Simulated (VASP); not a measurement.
# Au (P6_3/mmc) in VASP: further runs, part 2 of 2

VASP 6.6.1. Earlier steps stand in the parts before.

## (4) Relaxation of cell and atoms, PBEsol, target pressure 2 GPa, at which the enthalpy is minimised

This run uses another cell than the first one, of 17.77 Å³/atom, 1.044 times its volume.

Input file INCAR:

```
SYSTEM = Au
  ALGO = Fast
  EDIFF = 1E-6
  EDIFFG = -0.01
  ENCUT = 600
  GGA = PS
  IBRION = 2
  ISIF = 3
  ISMEAR = -1
  LASPH = .True.
  LCHARG = .False.
  LREAL = .False.
  LWAVE = .False.
  NELM = 60
  NSW = 60
  PREC = Accurate
  PSTRESS = 20.0
  SIGMA = 0.05
```

Input file KPOINTS:

```
k-points
0
Gamma
  11 11 6
  0 0 0
```

Input file POSCAR:

```
Au
1.0
    2.9000000000      0.0000000000      0.0000000000
   -1.4500000000      2.5114736710      0.0000000000
    0.0000000000      0.0000000000      4.8800000000
Au
2
Direct
    0.6666666667      0.3333333333      0.2500000000
    0.3333333333      0.6666666667      0.7500000000
```

Potentials or basis: VASP PAW PBE potentials, release 64 (Au).

On the command line:

```
> cat potpaw_PBE.64/Au/POTCAR > POTCAR
> mpirun -np 1 vasp_std > vasp.out
```

OUTCAR:

```text
SYSTEM = Au
   EDIFF = 1E-6
   EDIFFG = -0.01
   ENCUT = 600
   GGA = PS
   IBRION = 2
   ISIF = 3
   ISMEAR = -1
   LASPH = .True.
   LREAL = .False.
   NELM = 60
   NSW = 60
   PREC = Accurate
   PSTRESS = 20.0

 ion  position               nearest neighbor table
   1  0.667  0.333  0.250-   2 2.96   2 2.96   2 2.96   2 2.96   2 2.96   2 2.96
   2  0.333  0.667  0.750-   1 2.96   1 2.96   1 2.96   1 2.96   1 2.96   1 2.96

  LATTYP: Found a hexagonal cell.
 ALAT       =     2.9000000000
 C/A-ratio  =     1.6827586207

  Lattice vectors:

 A1 = (   2.9000000000,   0.0000000000,   0.0000000000)
 A2 = (  -1.4500000000,   2.5114736710,   0.0000000000)
 A3 = (   0.0000000000,   0.0000000000,   4.8800000000)

Analysis of symmetry for initial positions (statically):
=====================================================================
 Subroutine PRICEL returns:
 Original cell was already a primitive cell.

 Routine SETGRP: Setting up the symmetry group for a
 hexagonal supercell.

 Subroutine GETGRP returns: Found 24 space group operations
 (whereof 12 operations were pure point group operations)
 out of a pool of 24 trial point group operations.

The static configuration has the point symmetry D_3d.
 The point group associated with its full space group is D_6h.

Analysis of symmetry for dynamics (positions and initial velocities):
=====================================================================
 Subroutine PRICEL returns:
 Original cell was already a primitive cell.

 Routine SETGRP: Setting up the symmetry group for a
 hexagonal supercell.

 Subroutine GETGRP returns: Found 24 space group operations
 (whereof 12 operations were pure point group operations)
 out of a pool of 24 trial point group operations.

The dynamic configuration has the point symmetry D_3d.
 The point group associated with its full space group is D_6h.

 Subroutine INISYM returns: Found 24 space group operations
 (whereof 12 operations are pure point group operations),
 and found     1 'primitive' translations

----------------------------------------------------------------------------------------

                                     Primitive cell

  volume of cell :      35.5424

  direct lattice vectors                    reciprocal lattice vectors
     2.900000000  0.000000000  0.000000000     0.344827586  0.199086300  0.000000000
    -1.450000000  2.511473671  0.000000000     0.000000000  0.398172599  0.000000000
     0.000000000  0.000000000  4.880000000     0.000000000  0.000000000  0.204918033

  length of vectors
     2.900000000  2.900000000  4.880000000     0.398172599  0.398172599  0.204918033

  position of ions in fractional coordinates (direct lattice)
     0.666666667  0.333333333  0.250000000
     0.333333333  0.666666667  0.750000000

  ion indices of the primitive-cell ions
   primitive index   ion index
                 1           1
                 2           2

----------------------------------------------------------------------------------------

 KPOINTS: k-points

Automatic generation of k-mesh.
 Grid dimensions read from file:
 generate k-points for:   11   11    6

 Generating k-lattice:
[... 45 lines left out ...]
   number of dos      NEDOS =    301   number of ions     NIONS =      2
   total plane-waves  NPLWV =  23040
   dimension x,y,z NGX =    24 NGY =   24 NGZ =   40
   dimension x,y,z NGXF=    48 NGYF=   48 NGZF=   80
   ions per type =               2
   NGX,Y,Z   is equivalent  to a cutoff of  13.76, 13.76, 13.63 a.u.
   NGXF,Y,Z  is equivalent  to a cutoff of  27.52, 27.52, 27.25 a.u.
 SYSTEM =  Au
   PREC   = accura    normal or accurate (medium, high low for compatibility)
   ISTART =      0    job   : 0-new  1-cont  2-samecut
   ICHARG =      2    charge: 1-file 2-atom 10-const
   ISPIN  =      1    spin polarized calculation?
   LNONCOLLINEAR =      F non collinear calculations
   LSORBIT =      F    spin-orbit coupling
   LASPH  =      T    aspherical Exc in radial PAW
   ENCUT  =  600.0 eV  44.10 Ry    6.64 a.u.   5.79  5.79  9.75*2*pi/ulx,y,z
   NELM   =     60;   NELMIN=  2; NELMDL= -5     # of ELM steps
   EDIFF  = 0.1E-05   stopping-criterion for ELM
   LREAL  =      F    real-space projection
   EDIFFG = -.1E-01   stopping-criterion for IOM
   NSW    =     60    number of steps for IOM
   IBRION =      2    ionic relax: 0-MD 1-quasi-New 2-CG
   NFREE  =      1    steps in history (QN), initial steepest desc. (CG)
   ISIF   =      3    stress and relaxation
   ISYM   =      2    0-nonsym 1-usesym 2-fastsym
   POTIM  = 0.5000    time-step for ionic-motion
   TEBEG  =    0.0;   TEEND  =   0.0 temperature during run
   PSTRESS=   20.0 pullay stress
   NELECT =      22.0000    total number of electrons
   NUPDOWN=      -1.0000    fix difference up-down
   EMIN   =  10.00;   EMAX   =-10.00  energy-range for DOS
   EFERMI =   0.00;   METHOD = LEGACY
   ISMEAR =    -1;   SIGMA  =   0.05  broadening in eV -4-tet -1-fermi 0-gaus
   EFERMI_NEDOS =   21; number of points for ismear=-14 and -15
   IALGO  =     68    algorithm
   IMIX   =      4    mixing-type and parameters
     AMIX     =   0.40;   BMIX     =  1.00
     AMIX_MAG =   1.60;   BMIX_MAG =  1.00
  volume/ion in A,a.u.               =      17.77       119.93
  Fermi-wavevector in a.u.,A,eV,Ry     =   1.395191  2.636528 26.484517  1.946557
  Thomas-Fermi vector in A             =   2.518667
   LORBIT       =      0    0 simple, 1 ext, 2 COOP (PROOUT), +10 PAW based schemes
   GGA     = PS    functional components
   LHFCALC =     F    Hartree Fock is set to
   AEXX    =    0.0000 exact exchange contribution
   IVDW    =     0    specifies the selected vdW correction
   LEPSILON=     F    determine dielectric tensor
   LRPA    =     F    only Hartree local field effects (RPA)
 conjugate gradient relaxation of ions
 non-spin polarized calculation
 RMM-DIIS sequential band-by-band and
  energy-cutoff  :      600.00
  volume of cell :       35.54
 maximum number of plane-waves:      1198
 NGX is ok and might be reduce to    24
   NGX = 11   NGY = 11   NGZ = 19

--------------------------------------- Ionic step        1  -------------------------------------------

 number of electron      22.0000001 magnetization

 Free energy of the ion-electron system (eV)
  ---------------------------------------------------
  ext. energy  EPLUGINS =         0.00000000
  ---------------------------------------------------
  free energy    TOTEN  =        -7.80676776 eV

  energy without entropy =       -7.79820056  energy(sigma->0) =       -7.80248416

------------------------ aborting loop because EDIFF is reached ----------------------------------------

  FORCE on cell =-STRESS in cart. coord.  units (eV):
  Direction    XX          YY          ZZ          XY          YZ          ZX
  --------------------------------------------------------------------------------------
  -------------------------------------------------------------------------------------
  Total       -1.4224394     -1.4224394     -1.5270617      0.0000000      0.0000000      0.0000000
  in kB      -64.1206474    -64.1206474    -68.8368085      0.0000000      0.0000000      0.0000000
  external PRESSURE =     -85.6927011 kB  Pullay stress =      20.0000000 kB
[... 25 lines left out ...]
--------------------------------------- Ionic step        2  -------------------------------------------

 number of electron      22.0000001 magnetization

 E-fermi :  10.9754     XC(G=0): -13.4775

 val. band max:       10.8607033757   @ k =   0.4545   0.0000   0.5000
 cond. band min:      11.0461603519   @ k =   0.2727   0.1818   0.5000
 fundamental gap:      0.1854569762
 Fermi energy:        10.9753909282

 k-point     1 :       0.0000    0.0000    0.0000
  band No.  band energies     occupation
      1       0.0000      2.00000
      2       2.6277      2.00000
      3       5.5498      2.00000
      4       5.8864      2.00000
      5       5.8864      2.00000
      6       6.2659      2.00000
      7       6.2659      2.00000
      8       7.0850      2.00000
      9       7.0850      2.00000
     10       8.7224      2.00000
     11       8.7224      2.00000
     12       9.2985      2.00000
     13      14.2158      0.00000
     14      25.4551      0.00000
[... 680 lines left out ...]
--------------------------------------- Ionic step        9  -------------------------------------------

 number of electron      22.0000003 magnetization

 Free energy of the ion-electron system (eV)
  ---------------------------------------------------
  ext. energy  EPLUGINS =         0.00000000
  ---------------------------------------------------
  free energy    TOTEN  =        -7.83788566 eV

  energy without entropy =       -7.83000510  energy(sigma->0) =       -7.83394538

 E-fermi :   9.4707     XC(G=0): -12.9638

 val. band max:        9.3381092581   @ k =   0.3636   0.0909   0.5000
 cond. band min:       9.4797095710   @ k =   0.2727   0.1818   0.5000
 fundamental gap:      0.1416003129
 Fermi energy:         9.4707340688

 k-point     1 :       0.0000    0.0000    0.0000
  band No.  band energies     occupation
      1      -0.5625      2.00000
      2       1.9834      2.00000
      3       4.6163      2.00000
      4       4.8606      2.00000
      5       4.8606      2.00000
      6       5.1956      2.00000
      7       5.1956      2.00000
      8       5.8455      2.00000
      9       5.8455      2.00000
     10       7.3032      2.00000
     11       7.3032      2.00000
     12       8.2774      2.00000
     13      12.3458      0.00000
     14      23.9885      0.00000
[... 448 lines left out ...]
  energy  without entropy=       -7.8300050989  energy(sigma->0) =       -7.83394538

  enthalpy is  TOTEN    =        -7.4180457323 eV   P V=        0.4198399283

 reached required accuracy - stopping structural energy minimisation
```

OSZICAR:

```text
N       E                     dE             d eps       ncg     rms          rms(c)
DAV:   1     0.131800467034E+03    0.13180E+03   -0.12979E+04  1928   0.159E+03
DAV:   2    -0.672916020582E+01   -0.13853E+03   -0.13329E+03  2088   0.305E+02
[... 69 lines left out ...]
   8 F= -.74179982E+01 E0= -.74140506E+01  d E =0.351374E-04
       N       E                     dE             d eps       ncg     rms          rms(c)
DAV:   1    -0.783849549545E+01   -0.24113E-05   -0.10592E-02  1934   0.107E+00    0.148E-01
RMM:   2    -0.783790618921E+01    0.58931E-03   -0.12507E-03  1920   0.309E-01    0.603E-02
RMM:   3    -0.783788397573E+01    0.22213E-04   -0.11847E-04  1920   0.903E-02    0.469E-02
RMM:   4    -0.783788639029E+01   -0.24146E-05   -0.12424E-05  1919   0.330E-02    0.907E-03
RMM:   5    -0.783788566056E+01    0.72973E-06   -0.35001E-06  1426   0.158E-02
   9 F= -.74180457E+01 E0= -.74141055E+01  d E =-.123639E-04
```

CONTCAR:

```text
Au
   1.00000000000000
     2.8580730491600828    0.0000000000000000    0.0000000000000000
    -1.4290365245800414    2.4751638664694893    0.0000000000000000
     0.0000000000000000   -0.0000000000000000    4.7543050605882327
  Au
     2
Direct
     0.6666666667000030    0.3333333332999970    0.2500000000000000
     0.3333333332999970    0.6666666667000030    0.7500000000000000

  0.00000000E+00  0.00000000E+00  0.00000000E+00
  0.00000000E+00  0.00000000E+00  0.00000000E+00
```

Run time: 1.7 min. Hardware: 1 thread of AMD EPYC 9R45 (Zen 5), shared host; peak memory 0.16 GiB.

What came out:

```
Free energy                                            : -7.8379 eV
Relaxed volume                                         : 16.82 Å³/atom
Relaxed cell                                           : a = 2.858 Å, b = 2.858 Å, c = 4.754 Å, α = 90.00°, β = 90.00°, γ = 120.00°
Space group after relaxing (to 0.05 Å)                 : P6_3/mmc (No. 194)
Energy change on relaxing (the enthalpy is what falls) : -15.6 meV/atom
Ionic steps                                            : 9
Pressure after relaxing                                : 2.0 GPa
Band gap on the k mesh                                 : zero (band 11 reaches 13.23 eV, above the bottom of band 12 at 6.83 eV)
```

Step by step:
```csv
step,energy change (eV),largest force (eV/Å),pressure (GPa),volume (Å³)
1,0.0000,0.0000,-6.57,35.54
2,0.1626,0.0000,22.26,30.87
3,-0.0308,0.0000,1.64,33.69
4,-0.0301,0.0000,2.12,33.63
5,-0.0307,0.0000,2.12,33.62
6,-0.0308,0.0000,2.16,33.60
7,-0.0308,0.0000,2.15,33.61
8,-0.0317,0.0000,1.71,33.69
9,-0.0311,0.0000,2.01,33.63
```

Final structure:
```xyz
2
Lattice="2.8581 0.0000 0.0000 -1.4290 2.4752 0.0000 0.0000 0.0000 4.7543" Properties=species:S:1:pos:R:3 pbc="T T T"
Au    1.4290    0.8251    1.1886
Au    0.0000    1.6501    3.5657
```

Caveat: the cell is relaxed towards a set pressure, so the enthalpy falls and the energy may rise; the PAW data sets were made with another functional, which shifts forces and pressure a little; spin-orbit coupling is left out, which moves the levels of the heavy elements.

## (5) Relaxation of cell and atoms, PBEsol, target pressure 5 GPa, at which the enthalpy is minimised

This run uses another cell than the first one, of 17.77 Å³/atom, 1.044 times its volume.

Input file INCAR:

```
SYSTEM = Au
PREC = Accurate
ENCUT = 600
EDIFF = 1E-7
ISMEAR = -1
SIGMA = 0.05
LREAL = .FALSE.
LASPH = .TRUE.
NELM = 60
ALGO = Fast
ISIF = 3
LWAVE = .FALSE.
LCHARG = .FALSE.
GGA = PS
IBRION = 2
NSW = 60
EDIFFG = -0.01
PSTRESS = 50.0
```

Input file KPOINTS:

```
Automatic mesh
0
G
  11 11 6
  0 0 0
```

POSCAR is that of step 4.

On the command line:

```
> cat potpaw_PBE.64/Au/POTCAR > POTCAR
> mpirun -np 1 vasp_std > vasp.out
```

Run time: 2.3 min. Hardware: 1 thread of AMD EPYC 9R45 (Zen 5), shared host; peak memory 0.16 GiB.

Results (log left out):

| Item | Value |
| --- | --- |
| Free energy | -7.8265 eV |
| Relaxed volume | 16.55 Å³/atom |
| Relaxed cell | a = 2.844 Å, b = 2.844 Å, c = 4.726 Å, α = 90.00°, β = 90.00°, γ = 120.00° |
| Space group after relaxing (to 0.05 Å) | P6_3/mmc (No. 194) |
| Energy change on relaxing (the enthalpy is what falls) | -9.9 meV/atom |
| Ionic steps | 10 |
| Pressure after relaxing | 5.0 GPa |
| Band gap on the k mesh | zero (band 11 reaches 13.55 eV, above the bottom of band 12 at 7.07 eV) |

The path:
| step | energy change (eV) | largest force (eV/Å) | pressure (GPa) | volume (Å³) |
| --- | --- | --- | --- | --- |
| 1 | 0.0000 | 0.0000 | -6.59 | 35.54 |
| 2 | 0.4551 | 0.0000 | 39.45 | 29.33 |
| 3 | -0.0213 | 0.0000 | 4.51 | 33.20 |
| 4 | -0.0194 | 0.0000 | 4.93 | 33.14 |
| 5 | -0.0179 | 0.0000 | 5.22 | 33.09 |
| 6 | -0.0185 | 0.0000 | 5.25 | 33.08 |
| 7 | -0.0184 | 0.0000 | 5.27 | 33.07 |
| 8 | -0.0183 | 0.0000 | 5.27 | 33.06 |
| 9 | -0.0224 | 0.0000 | 4.50 | 33.20 |
| 10 | -0.0197 | 0.0000 | 5.01 | 33.11 |

Final structure:
```
Au
1.0
     2.84420    0.00000    0.00000
    -1.42210    2.46315    0.00000
     0.00000    0.00000    4.72573
Au
2
Direct
  0.66667 0.33333 0.25000
  0.33333 0.66667 0.75000
```

Levels at points of the mesh, in eV from the Fermi level:
```tsv
k point	band 8	band 9	band 10	band 11	band 12	band 13	band 14	band 15
(0.00, 0.00, 0.00)	-3.69	-3.69	-2.19	-2.19	-1.26	2.97	14.50	15.91
(0.00, 0.00, 0.50)	-4.75	-2.67	-2.67	-2.67	-2.67	11.06	11.06	14.83
```

Caveat: the cell is relaxed towards a set pressure, so the enthalpy falls and the energy may rise; the PAW data sets were made with another functional, which shifts forces and pressure a little; spin-orbit coupling is left out, which moves the levels of the heavy elements.

## (6) The runs side by side

```tsv
task	cell	cutoff (eV)	gap on the mesh (eV)	pressure (GPa)
single point	a = 2.869, b = 2.869, c = 4.777 Å, angles 90.0, 90.0, 120.0°, 2 atoms	520	none	-0.2
relaxation of cell and atoms	relaxed from a = 2.900, b = 2.900, c = 4.880 Å, angles 90.0, 90.0, 120.0°, 2 atoms	600	none	0.0
relaxation of cell and atoms	relaxed to 2 GPa from a = 2.900, b = 2.900, c = 4.880 Å, angles 90.0, 90.0, 120.0°, 2 atoms	600	none	2.0
relaxation of cell and atoms	relaxed to 5 GPa from a = 2.900, b = 2.900, c = 4.880 Å, angles 90.0, 90.0, 120.0°, 2 atoms	600	none	5.0
```

Alike in all rows: level PBEsol; potentials or basis VASP PAW PBE potentials, release 64 (Au); no spin polarisation; k mesh 11 × 11 × 6; smearing fermi-dirac 0.05 eV.

Caveats: the PAW data sets were made with another functional, which shifts forces and pressure a little; spin-orbit coupling is left out, which moves the levels of the heavy elements; the cell is relaxed towards a set pressure, so the enthalpy falls and the energy may rise (some runs).

Absolute energies hang on the potentials; compare differences alone.
